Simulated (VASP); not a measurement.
# Rb (P6_3/mmc) in VASP: a series of runs

Runs on Rb. Level: PBEsol. Tasks: single point.

Program: VASP 6.6.1. These are calculated values, not measurements. Logs are shortened: lines on timing, memory, paths and dates and some standing lists are left out, and cuts for length are marked.

## Step 1: The cell of the first run

It takes space group P6_3/mmc (No. 194, hexagonal). Conventional cell: a = 4.768 Å, b = 4.768 Å, c = 15.573 Å, α = 90.00°, β = 90.00°, γ = 120.00°.

This isn't the form of Rb at room conditions, which is bcc.

## Step 2: Single point, PBEsol (76.65 Å³/atom)

INCAR

```
  ALGO = Normal
  EDIFF = 1E-6
  ENCUT = 520
  GGA = PS
  ISIF = 2
  ISMEAR = -1
  LASPH = T
  LCHARG = F
  LREAL = F
  LWAVE = F
  NBANDS = 26
  NELM = 80
  PREC = Accurate
  SIGMA = 0.1
```

KPOINTS

```
k-points
0
Gamma
  8 8 3
```

POSCAR

```
Rb
1.0
    4.7680975209      0.0000000000      0.0000000000
   -2.3840487604      4.1292935808      0.0000000000
    0.0000000000      0.0000000000     15.5726065033
Rb
4
Direct
    0.0000000000      0.0000000000      0.0000000000
    0.0000000000      0.0000000000      0.5000000000
    0.3333333333      0.6666666667      0.2500000000
    0.6666666667      0.3333333333      0.7500000000
```

Potentials or basis: VASP PAW PBE potentials, release 64 (Rb_sv).

The run is started by

```console
$ cat potpaw_PBE.64/Rb_sv/POTCAR > POTCAR
$ mpirun -np 1 vasp_std > vasp.out
```

OUTCAR:

```text
EDIFF = 1E-6
   ENCUT = 520
   GGA = PS
   ISIF = 2
   ISMEAR = -1
   LASPH = T
   LREAL = F
   NELM = 80
   PREC = Accurate

 ion  position               nearest neighbor table
   1  0.000  0.000  0.000-   3 4.77   4 4.77   3 4.77   4 4.77   4 4.77   3 4.77
   2  0.000  0.000  0.500-   3 4.77   4 4.77   3 4.77   4 4.77   4 4.77   3 4.77
   3  0.333  0.667  0.250-   1 4.77   2 4.77   1 4.77   2 4.77   1 4.77   2 4.77
   4  0.667  0.333  0.750-   1 4.77   2 4.77   1 4.77   2 4.77   1 4.77   2 4.77

  LATTYP: Found a hexagonal cell.
 ALAT       =     4.7680975209
 C/A-ratio  =     3.2660000000

  Lattice vectors:

 A1 = (   4.7680975209,   0.0000000000,   0.0000000000)
 A2 = (  -2.3840487604,   4.1292935808,   0.0000000000)
 A3 = (   0.0000000000,   0.0000000000,  15.5726065033)

Analysis of symmetry for initial positions (statically):
=====================================================================
 Subroutine PRICEL returns:
 Original cell was already a primitive cell.

 Routine SETGRP: Setting up the symmetry group for a
 hexagonal supercell.

 Subroutine GETGRP returns: Found 24 space group operations
 (whereof 12 operations were pure point group operations)
 out of a pool of 24 trial point group operations.

The static configuration has the point symmetry D_3d.
 The point group associated with its full space group is D_6h.

Analysis of symmetry for dynamics (positions and initial velocities):
=====================================================================
 Subroutine PRICEL returns:
 Original cell was already a primitive cell.

 Routine SETGRP: Setting up the symmetry group for a
 hexagonal supercell.

 Subroutine GETGRP returns: Found 24 space group operations
 (whereof 12 operations were pure point group operations)
 out of a pool of 24 trial point group operations.

The dynamic configuration has the point symmetry D_3d.
 The point group associated with its full space group is D_6h.

 Subroutine INISYM returns: Found 24 space group operations
 (whereof 12 operations are pure point group operations),
 and found     1 'primitive' translations

----------------------------------------------------------------------------------------

                                     Primitive cell

  volume of cell :     306.6071

  direct lattice vectors                    reciprocal lattice vectors
     4.768097521  0.000000000  0.000000000     0.209727254  0.121086087  0.000000000
    -2.384048760  4.129293581  0.000000000     0.000000000  0.242172173  0.000000000
     0.000000000  0.000000000 15.572606503     0.000000000  0.000000000  0.064215326

  length of vectors
     4.768097521  4.768097521 15.572606503     0.242172173  0.242172173  0.064215326

  position of ions in fractional coordinates (direct lattice)
     0.000000000  0.000000000  0.000000000
     0.000000000  0.000000000  0.500000000
     0.333333333  0.666666667  0.250000000
     0.666666667  0.333333333  0.750000000

  ion indices of the primitive-cell ions
   primitive index   ion index
                 1           1
                 2           2
                 3           3
                 4           4

----------------------------------------------------------------------------------------

 KPOINTS: k-points

Automatic generation of k-mesh.
 Grid dimensions read from file:
 generate k-points for:    8    8    3

 Generating k-lattice:

  Cartesian coordinates                     Fractional coordinates (reciprocal lattice)
     0.026215907  0.015135761  0.000000000     0.125000000  0.000000000  0.000000000
     0.000000000  0.030271522  0.000000000     0.000000000  0.125000000  0.000000000
     0.000000000  0.000000000  0.021405109     0.000000000  0.000000000  0.333333333

  Length of vectors
     0.030271522  0.030271522  0.021405109

  Shift w.r.t. Gamma in fractional coordinates (k-lattice)
     0.000000000  0.000000000  0.000000000

 Subroutine IBZKPT returns following result:
 ===========================================

 Found     20 irreducible k-points:

 Following reciprocal coordinates:
            Coordinates               Weight
  0.000000  0.000000  0.000000      1.000000
  0.125000 -0.000000  0.000000      6.000000
  0.250000 -0.000000  0.000000      6.000000
  0.375000 -0.000000  0.000000      6.000000
  0.500000 -0.000000  0.000000      3.000000
  0.125000  0.125000  0.000000      6.000000
[... 12 lines left out ...]
  0.250000  0.250000  0.333333     12.000000
  0.375000  0.250000  0.333333     12.000000
   k-points           NKPTS =     20   k-points in BZ     NKDIM =     20   number of bands    NBANDS=     26
   number of dos      NEDOS =    301   number of ions     NIONS =      4
   total plane-waves  NPLWV = 155520
   dimension x,y,z NGX =    36 NGY =   36 NGZ =  120
   dimension x,y,z NGXF=    72 NGYF=   72 NGZF=  240
   ions per type =               4
   NGX,Y,Z   is equivalent  to a cutoff of  12.55, 12.55, 12.81 a.u.
   NGXF,Y,Z  is equivalent  to a cutoff of  25.10, 25.10, 25.62 a.u.
 SYSTEM =  unknown system
   PREC   = accura    normal or accurate (medium, high low for compatibility)
   ISTART =      0    job   : 0-new  1-cont  2-samecut
   ICHARG =      2    charge: 1-file 2-atom 10-const
   ISPIN  =      1    spin polarized calculation?
   LNONCOLLINEAR =      F non collinear calculations
   LSORBIT =      F    spin-orbit coupling
   LASPH  =      T    aspherical Exc in radial PAW
   ENCUT  =  520.0 eV  38.22 Ry    6.18 a.u.   8.87  8.87 28.95*2*pi/ulx,y,z
   NELM   =     80;   NELMIN=  2; NELMDL= -5     # of ELM steps
   EDIFF  = 0.1E-05   stopping-criterion for ELM
   LREAL  =      F    real-space projection
   EDIFFG = 0.1E-04   stopping-criterion for IOM
   NSW    =      0    number of steps for IOM
   IBRION =     -1    ionic relax: 0-MD 1-quasi-New 2-CG
   NFREE  =      0    steps in history (QN), initial steepest desc. (CG)
   ISIF   =      2    stress and relaxation
   ISYM   =      2    0-nonsym 1-usesym 2-fastsym
   POTIM  = 0.5000    time-step for ionic-motion
   TEBEG  =    0.0;   TEEND  =   0.0 temperature during run
   PSTRESS=    0.0 pullay stress
   NELECT =      36.0000    total number of electrons
   NUPDOWN=      -1.0000    fix difference up-down
   EMIN   =  10.00;   EMAX   =-10.00  energy-range for DOS
   EFERMI =   0.00;   METHOD = LEGACY
   ISMEAR =    -1;   SIGMA  =   0.10  broadening in eV -4-tet -1-fermi 0-gaus
   EFERMI_NEDOS =   21; number of points for ismear=-14 and -15
   IALGO  =     38    algorithm
   IMIX   =      4    mixing-type and parameters
     AMIX     =   0.40;   BMIX     =  1.00
     AMIX_MAG =   1.60;   BMIX_MAG =  1.00
  volume/ion in A,a.u.               =      76.65       517.27
  Fermi-wavevector in a.u.,A,eV,Ry     =   0.801644  1.514888  8.743556  0.642633
  Thomas-Fermi vector in A             =   1.909170
   LORBIT       =      0    0 simple, 1 ext, 2 COOP (PROOUT), +10 PAW based schemes
   GGA     = PS    functional components
   LHFCALC =     F    Hartree Fock is set to
   AEXX    =    0.0000 exact exchange contribution
   IVDW    =     0    specifies the selected vdW correction
   LEPSILON=     F    determine dielectric tensor
   LRPA    =     F    only Hartree local field effects (RPA)
 non-spin polarized calculation
  energy-cutoff  :      520.00
  volume of cell :      306.61
 maximum number of plane-waves:      8285
 NGX is ok and might be reduce to    36
   NGX = 17   NGY = 17   NGZ = 57

 number of electron      35.9999999 magnetization

 Free energy of the ion-electron system (eV)
  ---------------------------------------------------
  ext. energy  EPLUGINS =         0.00000000
  ---------------------------------------------------
  free energy    TOTEN  =        -4.10485324 eV

  energy without entropy =       -3.98687910  energy(sigma->0) =       -4.04586617

 E-fermi :   0.3445     XC(G=0):  -5.9665

 val. band max:        0.3058389989   @ k =   0.2500   0.2500   0.3333
 cond. band min:       0.3899524966   @ k =   0.3750   0.1250   0.3333
 fundamental gap:      0.0841134977
 Fermi energy:         0.3444772796

 k-point     1 :       0.0000    0.0000    0.0000
  band No.  band energies     occupation
      1     -28.4161      2.00000
      2     -28.4119      2.00000
      3     -28.4115      2.00000
      4     -28.4073      2.00000
      5     -12.6127      2.00000
      6     -12.5287      2.00000
[... 18 lines left out ...]
     25       3.8863      0.00000
     26       3.9833      0.00000

 k-point     2 :       0.1250   -0.0000    0.0000
  band No.  band energies     occupation
      1     -28.4149      2.00000
      2     -28.4110      2.00000
      3     -28.4106      2.00000
      4     -28.4067      2.00000
      5     -12.6041      2.00000
      6     -12.5316      2.00000
[... 18 lines left out ...]
     25       3.5345      0.00000
     26       3.5640      0.00000

 k-point     3 :       0.2500   -0.0000    0.0000
  band No.  band energies     occupation
      1     -28.4120      2.00000
      2     -28.4089      2.00000
      3     -28.4086      2.00000
      4     -28.4055      2.00000
      5     -12.5821      2.00000
      6     -12.5536      2.00000
[... 18 lines left out ...]
     25       2.8196      0.00000
     26       2.8613      0.00000

 k-point     4 :       0.3750   -0.0000    0.0000
  band No.  band energies     occupation
      1     -28.4088      2.00000
      2     -28.4069      2.00000
      3     -28.4065      2.00000
      4     -28.4045      2.00000
      5     -12.5927      2.00000
      6     -12.5910      2.00000
[... 18 lines left out ...]
     25       2.5641      0.00000
     26       2.6161      0.00000

 k-point     5 :       0.5000   -0.0000    0.0000
  band No.  band energies     occupation
      1     -28.4073      2.00000
      2     -28.4060      2.00000
      3     -28.4056      2.00000
      4     -28.4044      2.00000
      5     -12.6106      2.00000
      6     -12.6067      2.00000
[... 18 lines left out ...]
     25       2.3733      0.00000
     26       2.5726      0.00000

 k-point     6 :       0.1250    0.1250    0.0000
  band No.  band energies     occupation
      1     -28.4129      2.00000
      2     -28.4095      2.00000
      3     -28.4092      2.00000
      4     -28.4058      2.00000
      5     -12.5884      2.00000
      6     -12.5432      2.00000
[... 311 lines left out ...]
 k-point    17 :       0.2500    0.1250    0.3333
  band No.  band energies     occupation
      1     -28.4095      2.00000
      2     -28.4086      2.00000
      3     -28.4060      2.00000
      4     -28.4051      2.00000
      5     -12.5768      2.00000
      6     -12.5703      2.00000
[... 18 lines left out ...]
     25       2.5769      0.00000
     26       2.7606      0.00000

 k-point    18 :       0.3750    0.1250    0.3333
  band No.  band energies     occupation
      1     -28.4071      2.00000
      2     -28.4066      2.00000
      3     -28.4051      2.00000
      4     -28.4046      2.00000
      5     -12.5961      2.00000
      6     -12.5922      2.00000
[... 18 lines left out ...]
     25       2.3691      0.00000
     26       2.4073      0.00000

 k-point    19 :       0.2500    0.2500    0.3333
  band No.  band energies     occupation
      1     -28.4071      2.00000
      2     -28.4066      2.00000
      3     -28.4051      2.00000
      4     -28.4046      2.00000
      5     -12.5797      2.00000
      6     -12.5780      2.00000
[... 18 lines left out ...]
     25       2.3556      0.00000
     26       2.6005      0.00000

 k-point    20 :       0.3750    0.2500    0.3333
  band No.  band energies     occupation
      1     -28.4058      2.00000
      2     -28.4056      2.00000
      3     -28.4049      2.00000
      4     -28.4047      2.00000
      5     -12.5825      2.00000
      6     -12.5800      2.00000
[... 18 lines left out ...]
     25       2.0414      0.00000
     26       2.2538      0.00000

------------------------ aborting loop because EDIFF is reached ----------------------------------------

  FORCE on cell =-STRESS in cart. coord.  units (eV):
  Direction    XX          YY          ZZ          XY          YZ          ZX
  --------------------------------------------------------------------------------------
  -------------------------------------------------------------------------------------
  Total        0.9088609      0.9088609      0.7993723      0.0000000      0.0000000      0.0000000
  in kB        4.7492583      4.7492583      4.1771251      0.0000000      0.0000000      0.0000000
  external PRESSURE =       4.5585472 kB  Pullay stress =       0.0000000 kB

 VOLUME and BASIS-vectors are now :
 -----------------------------------------------------------------------------
  energy-cutoff  :      520.00
  volume of cell :      306.61
      direct lattice vectors                 reciprocal lattice vectors
     4.768097521  0.000000000  0.000000000     0.209727254  0.121086087  0.000000000
    -2.384048760  4.129293581  0.000000000     0.000000000  0.242172173  0.000000000
     0.000000000  0.000000000 15.572606503     0.000000000  0.000000000  0.064215326

 POSITION                                       TOTAL-FORCE (eV/Angst)
 -----------------------------------------------------------------------------------
      0.00000      0.00000      0.00000        -0.000000      0.000000      0.000000
      0.00000      0.00000      7.78630        -0.000000      0.000000      0.000000
     -0.00000      2.75286      3.89315        -0.000000      0.000000      0.000000
      2.38405      1.37643     11.67945         0.000000      0.000000     -0.000000
 -----------------------------------------------------------------------------------
    total drift:                               -0.000000      0.000000      0.000000

  FREE ENERGIE OF THE ION-ELECTRON SYSTEM (eV)
  ---------------------------------------------------
  free  energy   TOTEN  =        -4.1048532397 eV

  energy  without entropy=       -3.9868790992  energy(sigma->0) =       -4.04586617
```

Run time: 2.4 min. Hardware: 1 thread of Oxide Virtual Turin-like, shared host; peak memory 0.41 GiB.

What came out:

* Free energy: -4.1049 eV
* Pressure: 0.5 GPa
* Band gap on the k mesh: zero (bands 18 and 19 overlap by 2.06 eV)

Levels at points of the mesh, in eV from the Fermi level:
```
           k point  band 16  band 17  band 18  band 19  band 20  band 21
(0.00, 0.00, 0.00)   -12.78    -2.20    -1.43    -1.43     0.10     0.80
(0.50, 0.00, 0.00)   -12.81     0.07     0.26     0.37     0.45     0.95
```

Caveat: the PAW data sets were made with another functional, which shifts forces and pressure a little.

[end of part 1 of 2]

The gap in the log of VASP goes by the Fermi energy; the results here count the filled bands.